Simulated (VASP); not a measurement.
# Pt (P6/mmm) in VASP: a series of runs

Pt is run at these levels: PBEsol; tasks: single point, relaxation of cell and atoms.

Program: VASP 6.6.1. These are calculated values, not measurements. Logs are shortened: lines on timing, memory, paths and dates and some standing lists are left out, and cuts for length are marked.

## 1. The cell of the first run

It takes space group P6/mmm (No. 191, hexagonal). Conventional cell: a = 4.472 Å, b = 4.472 Å, c = 2.666 Å, α = 90.00°, β = 90.00°, γ = 120.00°. Within 3.5 Å of Pt (site symmetry 6/mmm) lie 14 Pt at 2.67 to 2.91 Å. Within 3.4 Å of Pt (site symmetry -6m2) lie 11 Pt at 2.58 to 2.91 Å.

This isn't the form of Pt at room conditions, which is fcc.

## 2. Single point, PBEsol

Contents of INCAR:

```
  ALGO = Fast
  EDIFF = 1E-7
  ENCUT = 520
  GGA = PS
  ISIF = 2
  ISMEAR = 0
  LASPH = T
  LCHARG = F
  LREAL = F
  LWAVE = F
  NBANDS = 22
  NELM = 80
  PREC = Accurate
  SIGMA = 0.1
```

Contents of KPOINTS:

```
k-points
0
Gamma
  12 12 18
```

Contents of POSCAR:

```
Pt
1.0
    4.4724496748      0.0000000000      0.0000000000
   -2.2362248374      3.8732550355      0.0000000000
    0.0000000000      0.0000000000      2.6659405365
Pt
3
Direct
    0.0000000000      0.0000000000      0.0000000000
    0.3333333333      0.6666666667      0.5000000000
    0.6666666667      0.3333333333      0.5000000000
```

Potentials or basis: VASP PAW PBE potentials, release 64 (Pt).

On the command line:

```sh
> cat potpaw_PBE.64/Pt/POTCAR > POTCAR
> mpirun -np 1 vasp_std > vasp.out
```

OUTCAR:

```text
EDIFF = 1E-7
   ENCUT = 520
   GGA = PS
   ISIF = 2
   ISMEAR = 0
   LASPH = T
   LREAL = F
   NELM = 80
   PREC = Accurate

 ion  position               nearest neighbor table
   1  0.000  0.000  0.000-   2 2.91   3 2.91   2 2.91   3 2.91   2 2.91   2 2.91   3 2.91   3 2.91
                             3 2.91   3 2.91   2 2.91   2 2.91
   2  0.333  0.667  0.500-   3 2.58   3 2.58   3 2.58   1 2.91   1 2.91   1 2.91   1 2.91   1 2.91
                             1 2.91
   3  0.667  0.333  0.500-   2 2.58   2 2.58   2 2.58   1 2.91   1 2.91   1 2.91   1 2.91   1 2.91
                             1 2.91

  LATTYP: Found a hexagonal cell.
 ALAT       =     4.4724496748
 C/A-ratio  =     0.5960806114

  Lattice vectors:

 A1 = (   4.4724496748,   0.0000000000,   0.0000000000)
 A2 = (  -2.2362248374,   3.8732550355,   0.0000000000)
 A3 = (   0.0000000000,   0.0000000000,   2.6659405365)

Analysis of symmetry for initial positions (statically):
=====================================================================
 Subroutine PRICEL returns:
 Original cell was already a primitive cell.

 Routine SETGRP: Setting up the symmetry group for a
 hexagonal supercell.

 Subroutine GETGRP returns: Found 24 space group operations
 (whereof 24 operations were pure point group operations)
 out of a pool of 24 trial point group operations.

The static configuration has the point symmetry D_6h.

Analysis of symmetry for dynamics (positions and initial velocities):
=====================================================================
 Subroutine PRICEL returns:
 Original cell was already a primitive cell.

 Routine SETGRP: Setting up the symmetry group for a
 hexagonal supercell.

 Subroutine GETGRP returns: Found 24 space group operations
 (whereof 24 operations were pure point group operations)
 out of a pool of 24 trial point group operations.

The dynamic configuration has the point symmetry D_6h.

 Subroutine INISYM returns: Found 24 space group operations
 (whereof 24 operations are pure point group operations),
 and found     1 'primitive' translations

----------------------------------------------------------------------------------------

                                     Primitive cell

  volume of cell :      46.1819

  direct lattice vectors                    reciprocal lattice vectors
     4.472449675  0.000000000  0.000000000     0.223591113  0.129090389  0.000000000
    -2.236224837  3.873255036  0.000000000     0.000000000  0.258180778  0.000000000
     0.000000000  0.000000000  2.665940536     0.000000000  0.000000000  0.375102140

  length of vectors
     4.472449675  4.472449675  2.665940536     0.258180778  0.258180778  0.375102140

  position of ions in fractional coordinates (direct lattice)
     0.000000000  0.000000000  0.000000000
     0.333333333  0.666666667  0.500000000
     0.666666667  0.333333333  0.500000000

  ion indices of the primitive-cell ions
   primitive index   ion index
                 1           1
                 2           2
                 3           3

----------------------------------------------------------------------------------------

 KPOINTS: k-points

Automatic generation of k-mesh.
 Grid dimensions read from file:
 generate k-points for:   12   12   18

 Generating k-lattice:

  Cartesian coordinates                     Fractional coordinates (reciprocal lattice)
     0.018632593  0.010757532  0.000000000     0.083333333  0.000000000  0.000000000
     0.000000000  0.021515065  0.000000000     0.000000000  0.083333333  0.000000000
     0.000000000  0.000000000  0.020839008     0.000000000  0.000000000  0.055555556

  Length of vectors
     0.021515065  0.021515065  0.020839008

  Shift w.r.t. Gamma in fractional coordinates (k-lattice)
     0.000000000  0.000000000  0.000000000

 Subroutine IBZKPT returns following result:
 ===========================================

 Found    190 irreducible k-points:

 Following reciprocal coordinates:
            Coordinates               Weight
  0.000000  0.000000  0.000000      1.000000
  0.083333  0.000000  0.000000      6.000000
  0.166667  0.000000  0.000000      6.000000
  0.250000 -0.000000  0.000000      6.000000
  0.333333 -0.000000  0.000000      6.000000
  0.416667  0.000000  0.000000      6.000000
[... 16 lines left out ...]
  0.250000 -0.000000  0.055556     12.000000
  0.333333 -0.000000  0.055556     12.000000
 [... further k-points ...]
   k-points           NKPTS =    190   k-points in BZ     NKDIM =    190   number of bands    NBANDS=     22
   number of dos      NEDOS =    301   number of ions     NIONS =      3
   total plane-waves  NPLWV =  25920
   dimension x,y,z NGX =    36 NGY =   36 NGZ =   20
   dimension x,y,z NGXF=    72 NGYF=   72 NGZF=   40
   ions per type =               3
   NGX,Y,Z   is equivalent  to a cutoff of  13.38, 13.38, 12.47 a.u.
   NGXF,Y,Z  is equivalent  to a cutoff of  26.76, 26.76, 24.94 a.u.
 SYSTEM =  unknown system
   PREC   = accura    normal or accurate (medium, high low for compatibility)
   ISTART =      0    job   : 0-new  1-cont  2-samecut
   ICHARG =      2    charge: 1-file 2-atom 10-const
   ISPIN  =      1    spin polarized calculation?
   LNONCOLLINEAR =      F non collinear calculations
   LSORBIT =      F    spin-orbit coupling
   LASPH  =      T    aspherical Exc in radial PAW
   ENCUT  =  520.0 eV  38.22 Ry    6.18 a.u.   8.32  8.32  4.96*2*pi/ulx,y,z
   NELM   =     80;   NELMIN=  2; NELMDL= -5     # of ELM steps
   EDIFF  = 0.1E-06   stopping-criterion for ELM
   LREAL  =      F    real-space projection
   EDIFFG = 0.1E-05   stopping-criterion for IOM
   NSW    =      0    number of steps for IOM
   IBRION =     -1    ionic relax: 0-MD 1-quasi-New 2-CG
   NFREE  =      0    steps in history (QN), initial steepest desc. (CG)
   ISIF   =      2    stress and relaxation
   ISYM   =      2    0-nonsym 1-usesym 2-fastsym
   POTIM  = 0.5000    time-step for ionic-motion
   TEBEG  =    0.0;   TEEND  =   0.0 temperature during run
   PSTRESS=    0.0 pullay stress
   NELECT =      30.0000    total number of electrons
   NUPDOWN=      -1.0000    fix difference up-down
   EMIN   =  10.00;   EMAX   =-10.00  energy-range for DOS
   EFERMI =   0.00;   METHOD = LEGACY
   ISMEAR =     0;   SIGMA  =   0.10  broadening in eV -4-tet -1-fermi 0-gaus
   EFERMI_NEDOS =   21; number of points for ismear=-14 and -15
   IALGO  =     68    algorithm
   IMIX   =      4    mixing-type and parameters
     AMIX     =   0.40;   BMIX     =  1.00
     AMIX_MAG =   1.60;   BMIX_MAG =  1.00
  volume/ion in A,a.u.               =      15.39       103.88
  Fermi-wavevector in a.u.,A,eV,Ry     =   1.417831  2.679313 27.351054  2.010246
  Thomas-Fermi vector in A             =   2.539020
   LORBIT       =      0    0 simple, 1 ext, 2 COOP (PROOUT), +10 PAW based schemes
   GGA     = PS    functional components
   LHFCALC =     F    Hartree Fock is set to
   AEXX    =    0.0000 exact exchange contribution
   IVDW    =     0    specifies the selected vdW correction
   LEPSILON=     F    determine dielectric tensor
   LRPA    =     F    only Hartree local field effects (RPA)
 non-spin polarized calculation
 RMM-DIIS sequential band-by-band and
 Gauss-broadening in eV      SIGMA  =   0.10
  energy-cutoff  :      520.00
  volume of cell :       46.18
 maximum number of plane-waves:      1263
 NGX is ok and might be reduce to    36
   NGX = 17   NGY = 17   NGZ =  9

 number of electron      30.0000001 magnetization

 Free energy of the ion-electron system (eV)
  ---------------------------------------------------
  ext. energy  EPLUGINS =         0.00000000
  ---------------------------------------------------
  free energy    TOTEN  =       -20.40642623 eV

  energy without entropy =      -20.37259136  energy(sigma->0) =      -20.38950879

 E-fermi :  10.6409     XC(G=0): -13.4922

 val. band max:       10.6408444969   @ k =   0.3333   0.3333   0.5000
 cond. band min:      10.6413429465   @ k =   0.3333  -0.0000   0.1111
 fundamental gap:      0.0004984496
 Fermi energy:        10.6409390086

 k-point     1 :       0.0000    0.0000    0.0000
  band No.  band energies     occupation
      1       0.6466      2.00000
      2       4.0309      2.00000
      3       5.6461      2.00000
      4       6.3687      2.00000
      5       6.3687      2.00000
      6       6.3953      2.00000
[... 14 lines left out ...]
     21      18.0728      0.00000
     22      18.0728      0.00000

 k-point     2 :       0.0833    0.0000    0.0000
  band No.  band energies     occupation
      1       0.7425      2.00000
      2       4.0554      2.00000
      3       5.5104      2.00000
      4       5.8910      2.00000
      5       6.0385      2.00000
      6       6.3822      2.00000
[... 14 lines left out ...]
     21      19.4034      0.00000
     22      19.5369      0.00000

 k-point     3 :       0.1667    0.0000    0.0000
  band No.  band energies     occupation
      1       1.0241      2.00000
      2       4.1100      2.00000
      3       5.0878      2.00000
      4       5.5374      2.00000
      5       5.8059      2.00000
      6       6.3149      2.00000
[... 14 lines left out ...]
     21      20.7566      0.00000
     22      21.0420      0.00000

 k-point     4 :       0.2500   -0.0000    0.0000
  band No.  band energies     occupation
      1       1.4732      2.00000
      2       4.0926      2.00000
      3       4.6840      2.00000
      4       5.2579      2.00000
      5       5.6759      2.00000
      6       6.1782      2.00000
[... 14 lines left out ...]
     21      22.0789      0.00000
     22      22.3880      0.00000

 k-point     5 :       0.3333   -0.0000    0.0000
  band No.  band energies     occupation
      1       2.0558      2.00000
      2       3.8633      2.00000
      3       4.4652      2.00000
      4       5.0840      2.00000
      5       5.6315      2.00000
      6       5.9684      2.00000
[... 14 lines left out ...]
     21      23.2942      0.00000
     22      23.4535      0.00000

 k-point     6 :       0.4167    0.0000    0.0000
  band No.  band energies     occupation
      1       2.7151      2.00000
      2       3.6288      2.00000
      3       4.0710      2.00000
      4       5.1819      2.00000
      5       5.6402      2.00000
      6       5.7040      2.00000
[... 14 lines left out ...]
     21      24.1570      0.00000
     22      24.2167      0.00000

 k-point     7 :       0.5000   -0.0000    0.0000
  band No.  band energies     occupation
      1       3.2487      2.00000
      2       3.4816      2.00000
      3       3.6784      2.00000
      4       5.4058      2.00000
      5       5.4424      2.00000
      6       5.6531      2.00000
[... 324 lines left out ...]
      6       6.3423      2.00000
[... 14 lines left out ...]
     21      18.1430      0.00000
     22      18.1430      0.00000

 k-point    21 :       0.0833    0.0000    0.0556
  band No.  band energies     occupation
      1       0.8304      2.00000
      2       4.1545      2.00000
      3       5.6033      2.00000
      4       5.9015      2.00000
      5       6.0019      2.00000
      6       6.4204      2.00000
[... 14 lines left out ...]
     21      19.4837      0.00000
     22      19.6195      0.00000

 k-point    22 :       0.1667    0.0000    0.0556
  band No.  band energies     occupation
      1       1.1109      2.00000
      2       4.2128      2.00000
      3       5.1280      2.00000
      4       5.5993      2.00000
      5       5.7826      2.00000
      6       6.3687      2.00000
[... 14 lines left out ...]
     21      20.8319      0.00000
     22      21.1309      0.00000

 k-point    23 :       0.2500   -0.0000    0.0556
  band No.  band energies     occupation
      1       1.5584      2.00000
      2       4.1905      2.00000
      3       4.7386      2.00000
      4       5.3125      2.00000
      5       5.6622      2.00000
      6       6.2377      2.00000
[... 14 lines left out ...]
     21      22.1539      0.00000
     22      22.4991      0.00000

 k-point    24 :       0.3333   -0.0000    0.0556
  band No.  band energies     occupation
      1       2.1396      2.00000
      2       3.9406      2.00000
      3       4.5605      2.00000
      4       5.1200      2.00000
      5       5.6241      2.00000
      6       6.0273      2.00000
[... 14 lines left out ...]
     21      23.3779      0.00000
     22      23.5997      0.00000

 [... further k-points ...]

------------------------ aborting loop because EDIFF is reached ----------------------------------------

  FORCE on cell =-STRESS in cart. coord.  units (eV):
  Direction    XX          YY          ZZ          XY          YZ          ZX
  --------------------------------------------------------------------------------------
  -------------------------------------------------------------------------------------
  Total       -0.1391570     -0.1391570     -0.1351077      0.0000000      0.0000000      0.0000000
  in kB       -4.8277355     -4.8277355     -4.6872567      0.0000000      0.0000000      0.0000000
  external PRESSURE =      -4.7809093 kB  Pullay stress =       0.0000000 kB

 VOLUME and BASIS-vectors are now :
 -----------------------------------------------------------------------------
  energy-cutoff  :      520.00
  volume of cell :       46.18
      direct lattice vectors                 reciprocal lattice vectors
     4.472449675  0.000000000  0.000000000     0.223591113  0.129090389  0.000000000
    -2.236224837  3.873255036  0.000000000     0.000000000  0.258180778  0.000000000
     0.000000000  0.000000000  2.665940536     0.000000000  0.000000000  0.375102140

 POSITION                                       TOTAL-FORCE (eV/Angst)
 -----------------------------------------------------------------------------------
      0.00000      0.00000      0.00000        -0.000000      0.000000     -0.000000
     -0.00000      2.58217      1.33297        -0.000000      0.000000      0.000000
      2.23622      1.29109      1.33297         0.000000     -0.000000     -0.000000
 -----------------------------------------------------------------------------------
    total drift:                                0.000000      0.000000     -0.000000

  FREE ENERGIE OF THE ION-ELECTRON SYSTEM (eV)
  ---------------------------------------------------
  free  energy   TOTEN  =       -20.4064262286 eV

  energy  without entropy=      -20.3725913612  energy(sigma->0) =      -20.38950879
```

Run time: 8.9 min. Hardware: 1 thread of Intel Xeon 8259CL, shared host; peak memory 0.25 GiB.

What came out:

```yaml
Free_energy: -20.4064 eV
Pressure: -0.5 GPa
Band_gap_on_the_k_mesh: zero (bands 15 and 16 overlap by 1.45 eV)
```

Caveat: the PAW data sets were made with another functional, which shifts forces and pressure a little; spin-orbit coupling is left out, which moves the levels of the heavy elements.

## 3. Relaxation of cell and atoms, PBEsol

Contents of INCAR:

```
PREC = Accurate
ENCUT = 600
EDIFF = 1E-6
ISMEAR = 0
SIGMA = 0.1
LREAL = F
LASPH = T
NELM = 60
ALGO = Fast
ISIF = 3
LWAVE = F
LCHARG = F
GGA = PS
IBRION = 2
NSW = 100
EDIFFG = -0.01
```

Contents of KPOINTS:

```
regular mesh
0
Gamma
  12 12 18
```

Contents of POSCAR:

```
Pt
1.0
    4.4584131263      0.0000000000      0.0000000000
   -2.2292065632      3.8610990280      0.0000000000
    0.0000000000      0.0000000000      2.6800958519
Pt
3
Direct
    0.0000000000      0.0000000000      0.0000000000
    0.3333333333      0.6666666667      0.5000000000
    0.6666666667      0.3333333333      0.5000000000
```

Potentials or basis: VASP PAW PBE potentials, release 64 (Pt).

On the command line:

```sh
> cat potpaw_PBE.64/Pt/POTCAR > POTCAR
> mpirun -np 1 vasp_std > vasp.out
```

Wall time 23 min (1 thread of Intel Xeon 8259CL, shared host); peak memory 0.28 GiB.

It converged, with:

```yaml
Free_energy: -20.4061 eV
Relaxed_volume: 15.37 Å³/atom
Relaxed_cell: a = 4.470 Å, b = 4.470 Å, c = 2.665 Å, α = 90.00°, β = 90.00°, γ = 120.00°
Space_group_after_relaxing_to_0.1_Å: P6/mmm (No. 191)
Energy_gained_by_relaxing: 0.8 meV/atom
Ionic_steps: 5
Pressure_after_relaxing: 0.0 GPa
Band_gap_on_the_k_mesh: zero (bands 15 and 16 overlap by 1.45 eV)
```

The path:
| step | energy change (eV) | largest force (eV/Å) | pressure (GPa) | volume (Å³) |
| --- | --- | --- | --- | --- |
| 1 | 0.0000 | 0.0000 | -0.09 | 46.14 |
| 2 | -0.0012 | 0.0000 | 0.30 | 46.07 |
| 3 | -0.0025 | 0.0000 | 0.11 | 46.10 |
| 4 | -0.0024 | 0.0000 | -0.24 | 46.17 |
| 5 | -0.0025 | 0.0000 | 0.03 | 46.11 |

Final structure:
```xyz
3
Lattice="4.4701 0.0000 0.0000 -2.2351 3.8712 0.0000 0.0000 0.0000 2.6648" Properties=species:S:1:pos:R:3 pbc="T T T"
Pt    0.0000    0.0000    2.6648
Pt    0.0000    2.5808    1.3324
Pt    2.2351    1.2904    1.3324
```

Levels at points of the mesh, in eV from the Fermi level:
```tsv
k point	band 11	band 12	band 13	band 14	band 15	band 16	band 17	band 18	band 19
(0.00, 0.00, 0.00)	-2.02	-2.02	-1.90	-1.90	0.37	0.37	5.06	6.03	7.40
(0.50, 0.00, 0.00)	-1.71	-0.98	-0.33	-0.33	-0.30	-0.25	-0.15	0.40	6.04
(0.00, 0.00, 0.50)	-0.55	-0.55	-0.15	-0.15	1.20	2.40	2.80	7.88	8.60
(0.50, 0.00, 0.50)	-1.92	-0.96	-0.44	0.14	0.75	1.93	2.80	5.68	5.71
```

Caveat: the PAW data sets were made with another functional, which shifts forces and pressure a little; spin-orbit coupling is left out, which moves the levels of the heavy elements.
